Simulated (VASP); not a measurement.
# Sb (P6_3/mmc) in VASP: a series of runs

The runs below take Sb through electric field gradients, with PBEsol.

Program: VASP 6.6.1. These are calculated values, not measurements. Logs are shortened: lines on timing, memory, paths and dates and some standing lists are left out, and cuts for length are marked.

## (1) The cell of the first run

The structure is hexagonal, space group P6_3/mmc (No. 194). The conventional cell has a = 3.346 Å, b = 3.346 Å, c = 5.294 Å, α = 90.00°, β = 90.00°, γ = 120.00°. Sb (site symmetry -6m2) has 12 Sb at 3.28 to 3.35 Å within 4.3 Å.

## (2) Electric field gradients, PBEsol (volume scaled by 0.98)

Contents of INCAR:

```
SYSTEM = Sb
ALGO = Normal
EDIFF = 1E-8
ENCUT = 520
GGA = PS
ISIF = 2
ISMEAR = -1
LASPH = .TRUE.
LCHARG = .FALSE.
LEFG = .TRUE.
LREAL = .FALSE.
LWAVE = .FALSE.
NBANDS = 12
NELM = 80
PREC = Accurate
SIGMA = 0.05
```

Contents of KPOINTS:

```
k-points
0
G
  12 12 7
  0 0 0
```

Contents of POSCAR:

```
Sb
1.0
    3.3463887588      0.0000000000      0.0000000000
   -1.6731943794      2.8980576760      0.0000000000
    0.0000000000      0.0000000000      5.2942271101
Sb
2
Direct
    0.3333333333      0.6666666667      0.2500000000
    0.6666666667      0.3333333333      0.7500000000
```

Potentials or basis: VASP PAW PBE potentials, release 64 (Sb).

Started as:

```
$ cat potpaw_PBE.64/Sb/POTCAR > POTCAR
$ mpirun -np 1 vasp_std > vasp.out
```

OUTCAR:

```text
SYSTEM = Sb
   EDIFF = 1E-8
   ENCUT = 520
   GGA = PS
   ISIF = 2
   ISMEAR = -1
   LASPH = .TRUE.
   LREAL = .FALSE.
   NELM = 80
   PREC = Accurate

 ion  position               nearest neighbor table
   1  0.333  0.667  0.250-   2 3.28   2 3.28   2 3.28   2 3.28   2 3.28   2 3.28
   2  0.667  0.333  0.750-   1 3.28   1 3.28   1 3.28   1 3.28   1 3.28   1 3.28

  LATTYP: Found a hexagonal cell.
 ALAT       =     3.3463887588
 C/A-ratio  =     1.5820717471

  Lattice vectors:

 A1 = (   3.3463887588,   0.0000000000,   0.0000000000)
 A2 = (  -1.6731943794,   2.8980576760,   0.0000000000)
 A3 = (   0.0000000000,   0.0000000000,   5.2942271101)

Analysis of symmetry for initial positions (statically):
[... 35 lines left out ...]
                                     Primitive cell

  volume of cell :      51.3436

  direct lattice vectors                    reciprocal lattice vectors
     3.346388759  0.000000000  0.000000000     0.298829596  0.172529348  0.000000000
    -1.673194379  2.898057676  0.000000000     0.000000000  0.345058695  0.000000000
     0.000000000  0.000000000  5.294227110     0.000000000  0.000000000  0.188884983

  length of vectors
     3.346388759  3.346388759  5.294227110     0.345058695  0.345058695  0.188884983

  position of ions in fractional coordinates (direct lattice)
     0.333333333  0.666666667  0.250000000
     0.666666667  0.333333333  0.750000000

  ion indices of the primitive-cell ions
   primitive index   ion index
                 1           1
                 2           2

----------------------------------------------------------------------------------------

 KPOINTS: k-points

Automatic generation of k-mesh.
 Grid dimensions read from file:
 generate k-points for:   12   12    7

 Generating k-lattice:

  Cartesian coordinates                     Fractional coordinates (reciprocal lattice)
     0.024902466  0.014377446  0.000000000     0.083333333  0.000000000  0.000000000
     0.000000000  0.028754891  0.000000000     0.000000000  0.083333333  0.000000000
     0.000000000  0.000000000  0.026983569     0.000000000  0.000000000  0.142857143

  Length of vectors
     0.028754891  0.028754891  0.026983569

  Shift w.r.t. Gamma in fractional coordinates (k-lattice)
     0.000000000  0.000000000  0.000000000

 Subroutine IBZKPT returns following result:
 ===========================================

 Found     76 irreducible k-points:

 Following reciprocal coordinates:
            Coordinates               Weight
  0.000000  0.000000  0.000000      1.000000
  0.083333  0.000000  0.000000      6.000000
  0.166667  0.000000  0.000000      6.000000
  0.250000  0.000000  0.000000      6.000000
  0.333333 -0.000000  0.000000      6.000000
  0.416667  0.000000  0.000000      6.000000
[... 16 lines left out ...]
  0.250000  0.000000  0.142857     12.000000
  0.333333 -0.000000  0.142857     12.000000
 [... further k-points ...]
   k-points           NKPTS =     76   k-points in BZ     NKDIM =     76   number of bands    NBANDS=     12
   number of dos      NEDOS =    301   number of ions     NIONS =      2
   total plane-waves  NPLWV =  31360
   dimension x,y,z NGX =    28 NGY =   28 NGZ =   40
   dimension x,y,z NGXF=    56 NGYF=   56 NGZF=   80
   ions per type =               2
   NGX,Y,Z   is equivalent  to a cutoff of  13.91, 13.91, 12.56 a.u.
   NGXF,Y,Z  is equivalent  to a cutoff of  27.82, 27.82, 25.12 a.u.
 SYSTEM =  Sb
   PREC   = accura    normal or accurate (medium, high low for compatibility)
   ISTART =      0    job   : 0-new  1-cont  2-samecut
   ICHARG =      2    charge: 1-file 2-atom 10-const
   ISPIN  =      1    spin polarized calculation?
   LNONCOLLINEAR =      F non collinear calculations
   LSORBIT =      F    spin-orbit coupling
   LASPH  =      T    aspherical Exc in radial PAW
   ENCUT  =  520.0 eV  38.22 Ry    6.18 a.u.   6.22  6.22  9.84*2*pi/ulx,y,z
   NELM   =     80;   NELMIN=  2; NELMDL= -5     # of ELM steps
   EDIFF  = 0.1E-07   stopping-criterion for ELM
   LREAL  =      F    real-space projection
   EDIFFG = 0.1E-06   stopping-criterion for IOM
   NSW    =      0    number of steps for IOM
   IBRION =     -1    ionic relax: 0-MD 1-quasi-New 2-CG
   NFREE  =      0    steps in history (QN), initial steepest desc. (CG)
   ISIF   =      2    stress and relaxation
   ISYM   =      2    0-nonsym 1-usesym 2-fastsym
   POTIM  = 0.5000    time-step for ionic-motion
   TEBEG  =    0.0;   TEEND  =   0.0 temperature during run
   PSTRESS=    0.0 pullay stress
   NELECT =      10.0000    total number of electrons
   NUPDOWN=      -1.0000    fix difference up-down
   EMIN   =  10.00;   EMAX   =-10.00  energy-range for DOS
   EFERMI =   0.00;   METHOD = LEGACY
   ISMEAR =    -1;   SIGMA  =   0.05  broadening in eV -4-tet -1-fermi 0-gaus
   EFERMI_NEDOS =   21; number of points for ismear=-14 and -15
   IALGO  =     38    algorithm
   IMIX   =      4    mixing-type and parameters
     AMIX     =   0.40;   BMIX     =  1.00
     AMIX_MAG =   1.60;   BMIX_MAG =  1.00
  volume/ion in A,a.u.               =      25.67       173.24
  Fermi-wavevector in a.u.,A,eV,Ry     =   0.948956  1.793267 12.252290  0.900518
  Thomas-Fermi vector in A             =   2.077194
   LORBIT       =      0    0 simple, 1 ext, 2 COOP (PROOUT), +10 PAW based schemes
   GGA     = PS    functional components
   LHFCALC =     F    Hartree Fock is set to
   AEXX    =    0.0000 exact exchange contribution
   IVDW    =     0    specifies the selected vdW correction
   LEPSILON=     F    determine dielectric tensor
   LRPA    =     F    only Hartree local field effects (RPA)
 non-spin polarized calculation
  energy-cutoff  :      520.00
  volume of cell :       51.34
 maximum number of plane-waves:      1406
 NGX is ok and might be reduce to    28
   NGX = 13   NGY = 13   NGZ = 19

 number of electron      10.0000000 magnetization

 Free energy of the ion-electron system (eV)
  ---------------------------------------------------
  ext. energy  EPLUGINS =         0.00000000
  ---------------------------------------------------
  free energy    TOTEN  =        -8.67759155 eV

  energy without entropy =       -8.66687543  energy(sigma->0) =       -8.67223349

 E-fermi :   9.0403     XC(G=0): -10.5390

 val. band max:        9.0349555184   @ k =   0.1667   0.0000   0.0000
 cond. band min:       9.0521466456   @ k =   0.4167   0.0833   0.0000
 fundamental gap:      0.0171911272
 Fermi energy:         9.0402859012

 k-point     1 :       0.0000    0.0000    0.0000
  band No.  band energies     occupation
      1      -4.3137      2.00000
      2       0.0421      2.00000
      3       2.9320      2.00000
      4      12.4382      0.00000
      5      12.4382      0.00000
      6      14.2811      0.00000
      7      14.2811      0.00000
      8      15.2588      0.00000
      9      16.5257      0.00000
     10      17.8621      0.00000
     11      19.0320      0.00000
     12      19.0320      0.00000

 k-point     2 :       0.0833    0.0000    0.0000
  band No.  band energies     occupation
      1      -4.1890      2.00000
      2       0.1497      2.00000
      3       3.0625      2.00000
      4      11.1980      0.00000
      5      11.9609      0.00000
      6      13.6490      0.00000
      7      14.4443      0.00000
      8      15.0255      0.00000
      9      16.9495      0.00000
     10      17.6943      0.00000
     11      19.0231      0.00000
     12      19.5045      0.00000

 k-point     3 :       0.1667    0.0000    0.0000
  band No.  band energies     occupation
      1      -3.8164      2.00000
      2       0.4638      2.00000
      3       3.4509      2.00000
      4       9.0350      1.05325
      5      11.0990      0.00000
      6      12.1870      0.00000
      7      14.1846      0.00000
      8      14.3398      0.00000
      9      15.6616      0.00000
     10      18.3228      0.00000
     11      18.7978      0.00000
     12      19.5426      0.00000
[... 286 lines left out ...]
 k-point    23 :       0.2500    0.0000    0.1429
  band No.  band energies     occupation
      1      -3.0913      2.00000
      2       0.4074      2.00000
      3       4.7640      2.00000
      4       7.0842      2.00000
      5       9.9238      0.00000
      6      10.4024      0.00000
      7      12.8786      0.00000
      8      13.5394      0.00000
      9      14.7454      0.00000
     10      16.9264      0.00000
     11      17.9317      0.00000
     12      19.3591      0.00000

 k-point    24 :       0.3333   -0.0000    0.1429
  band No.  band energies     occupation
      1      -2.2526      2.00000
      2       1.0114      2.00000
      3       4.7094      2.00000
      4       6.1243      2.00000
      5       8.0438      2.00000
      6       9.7785      0.00000
      7      11.6170      0.00000
      8      13.0253      0.00000
      9      13.9632      0.00000
     10      16.3084      0.00000
     11      18.1321      0.00000
     12      18.9553      0.00000

 [... further k-points ...]
[... 5 lines left out ...]
  --------------------------------------------------------------------------------------
  -------------------------------------------------------------------------------------
  Total        0.5470413      0.5470413      0.1414292     -0.0000000      0.0000000      0.0000000
  in kB       17.0704403     17.0704403      4.4133023     -0.0000000      0.0000000      0.0000000
  external PRESSURE =      12.8513943 kB  Pullay stress =       0.0000000 kB

 VOLUME and BASIS-vectors are now :
 -----------------------------------------------------------------------------
  energy-cutoff  :      520.00
  volume of cell :       51.34
      direct lattice vectors                 reciprocal lattice vectors
     3.346388759  0.000000000  0.000000000     0.298829596  0.172529348  0.000000000
    -1.673194379  2.898057676  0.000000000     0.000000000  0.345058695  0.000000000
     0.000000000  0.000000000  5.294227110     0.000000000  0.000000000  0.188884983

 POSITION                                       TOTAL-FORCE (eV/Angst)
 -----------------------------------------------------------------------------------
     -0.00000      1.93204      1.32356        -0.000000      0.000000      0.000000
      1.67319      0.96602      3.97067         0.000000     -0.000000      0.000000
 -----------------------------------------------------------------------------------
    total drift:                               -0.000000      0.000000      0.000000

  FREE ENERGIE OF THE ION-ELECTRON SYSTEM (eV)
  ---------------------------------------------------
  free  energy   TOTEN  =        -8.6775915456 eV

  energy  without entropy=       -8.6668754313  energy(sigma->0) =       -8.67223349

 Electric field gradients (V/A^2)
---------------------------------------------------------------------
 ion       V_xx      V_yy      V_zz      V_xy      V_xz      V_yz
---------------------------------------------------------------------
   1      -9.973    -9.973    19.946    -0.000     0.000    -0.000
   2      -9.973    -9.973    19.946    -0.000    -0.000     0.000
---------------------------------------------------------------------

 Electric field gradients after diagonalization (V/A^2)
 (convention: |V_zz| > |V_xx| > |V_yy|)
----------------------------------------------------------------------
 ion       V_xx      V_yy      V_zz     asymmetry (V_yy - V_xx)/ V_zz
----------------------------------------------------------------------
   1      -9.973    -9.973    19.946       0.000
   2      -9.973    -9.973    19.946       0.000
----------------------------------------------------------------------

           NMR quadrupolar parameters

 Cq : quadrupolar parameter    Cq=e*Q*V_zz/h
 eta: asymmetry parameters     (V_yy - V_xx)/ V_zz
 Q  : nuclear electric quadrupole moment in mb (millibarn)
----------------------------------------------------------------------
 ion       Cq(MHz)       eta       Q (mb)
----------------------------------------------------------------------
   1       0.048       0.000       1.000
   2       0.048       0.000       1.000
----------------------------------------------------------------------
```

It took 16 s on 1 thread of Intel Xeon 6975P-C (Granite Rapids), shared host; peak memory 0.19 GiB.

Results:

| Item | Value |
| --- | --- |
| Free energy | -8.6776 eV |
| Pressure | 1.3 GPa |
| Band gap on the k mesh | zero (band 5 reaches 13.15 eV, above the bottom of band 6 at 5.99 eV) |

Electric field gradients, principal values (V/Å²):
| atom | least | middle | greatest (by size) |
| --- | --- | --- | --- |
| 1 Sb | -9.973 | -9.973 | 19.946 |
| 2 Sb | -9.973 | -9.973 | 19.946 |

Caveat: without QUAD_EFG the Cq values of the log hold for a quadrupole moment of 1 mb, not for the nuclei; the PAW data sets were made with another functional, which shifts forces and pressure a little; spin-orbit coupling is left out, which moves the levels of the heavy elements.

## (3) Electric field gradients, PBEsol (volume scaled by 1.01)

Contents of INCAR:

```
SYSTEM = Sb
  PREC = Accurate
  ENCUT = 520
  EDIFF = 1E-8
  ISMEAR = -1
  SIGMA = 0.05
  LREAL = .False.
  LASPH = .True.
  NELM = 60
  ALGO = Normal
  ISIF = 2
  LWAVE = .False.
  LCHARG = .False.
  GGA = PS
  LEFG = .True.
  NBANDS = 12
```

Contents of KPOINTS:

```
regular mesh
0
Gamma
  12 12 7
  0 0 0
```

Contents of POSCAR:

```
Sb
1.0
    3.3801929534      0.0000000000      0.0000000000
   -1.6900964767      2.9273329673      0.0000000000
    0.0000000000      0.0000000000      5.3477077713
Sb
2
Direct
    0.3333333333      0.6666666667      0.2500000000
    0.6666666667      0.3333333333      0.7500000000
```

Potentials or basis: VASP PAW PBE potentials, release 64 (Sb).

Started as:

```
$ cat potpaw_PBE.64/Sb/POTCAR > POTCAR
$ mpirun -np 1 vasp_std > vasp.out
```

OUTCAR:

```text
SYSTEM = Sb
   PREC = Accurate
   ENCUT = 520
   EDIFF = 1E-8
   ISMEAR = -1
   LREAL = .False.
   LASPH = .True.
   NELM = 60
   ISIF = 2
   GGA = PS

 ion  position               nearest neighbor table
   1  0.333  0.667  0.250-   2 3.31   2 3.31   2 3.31   2 3.31   2 3.31   2 3.31
   2  0.667  0.333  0.750-   1 3.31   1 3.31   1 3.31   1 3.31   1 3.31   1 3.31

  LATTYP: Found a hexagonal cell.
 ALAT       =     3.3801929534
 C/A-ratio  =     1.5820717471

  Lattice vectors:

 A1 = (   3.3801929534,   0.0000000000,   0.0000000000)
 A2 = (  -1.6900964767,   2.9273329673,   0.0000000000)
[... 575 lines left out ...]
  free  energy   TOTEN  =        -8.6795678261 eV

  energy  without entropy=       -8.6692306841  energy(sigma->0) =       -8.67439926

 Electric field gradients (V/A^2)
---------------------------------------------------------------------
 ion       V_xx      V_yy      V_zz      V_xy      V_xz      V_yz
---------------------------------------------------------------------
   1     -10.585   -10.585    21.170     0.000     0.000    -0.000
   2     -10.585   -10.585    21.170     0.000    -0.000     0.000
---------------------------------------------------------------------

 Electric field gradients after diagonalization (V/A^2)
 (convention: |V_zz| > |V_xx| > |V_yy|)
----------------------------------------------------------------------
 ion       V_xx      V_yy      V_zz     asymmetry (V_yy - V_xx)/ V_zz
----------------------------------------------------------------------
   1     -10.585   -10.585    21.170       0.000
   2     -10.585   -10.585    21.170       0.000
----------------------------------------------------------------------

           NMR quadrupolar parameters

 Cq : quadrupolar parameter    Cq=e*Q*V_zz/h
 eta: asymmetry parameters     (V_yy - V_xx)/ V_zz
 Q  : nuclear electric quadrupole moment in mb (millibarn)
----------------------------------------------------------------------
 ion       Cq(MHz)       eta       Q (mb)
----------------------------------------------------------------------
   1       0.051       0.000       1.000
   2       0.051       0.000       1.000
----------------------------------------------------------------------
```

stdout:

```text
POSCAR found type information on POSCAR Sb
 POSCAR found :  1 types and       2 ions
 scaLAPACK will be used
 -----------------------------------------------------------------------------
|                                                                             |
|                                                                             |
|     You enforced a specific xc type in the INCAR file but a different       |
|     I HOPE YOU KNOW WHAT YOU ARE DOING!                                     |
|                                                                             |
 -----------------------------------------------------------------------------

 LDA part: xc-table for (Slater+PW92), standard interpolation
 POSCAR, INCAR and KPOINTS ok, starting setup
 FFT: planning ... GRIDC
 FFT: planning ... GRID_SOFT
 FFT: planning ... GRID
 WAVECAR not read
 entering main loop
ion   1

ion   2
```

Wall time 15 s (1 thread of Intel Xeon 6975P-C (Granite Rapids), shared host); peak memory 0.2 GiB.

What came out:

```yaml
Free_energy: -8.6796 eV
Pressure: -0.8 GPa
Band_gap_on_the_k_mesh: zero (band 5 reaches 12.58 eV, above the bottom of band 6 at 5.70 eV)
```

Stress tensor (GPa, compression positive):
```
-0.42  0.00  0.00
 0.00 -0.42  0.00
 0.00  0.00 -1.65
```

Electric field gradients, principal values (V/Å²):
| atom | least | middle | greatest (by size) |
| --- | --- | --- | --- |
| 1 Sb | -10.585 | -10.585 | 21.170 |
| 2 Sb | -10.585 | -10.585 | 21.170 |

Caveat: without QUAD_EFG the Cq values of the log hold for a quadrupole moment of 1 mb, not for the nuclei; the PAW data sets were made with another functional, which shifts forces and pressure a little; spin-orbit coupling is left out, which moves the levels of the heavy elements.

(Part 1 of 2 ends here.)
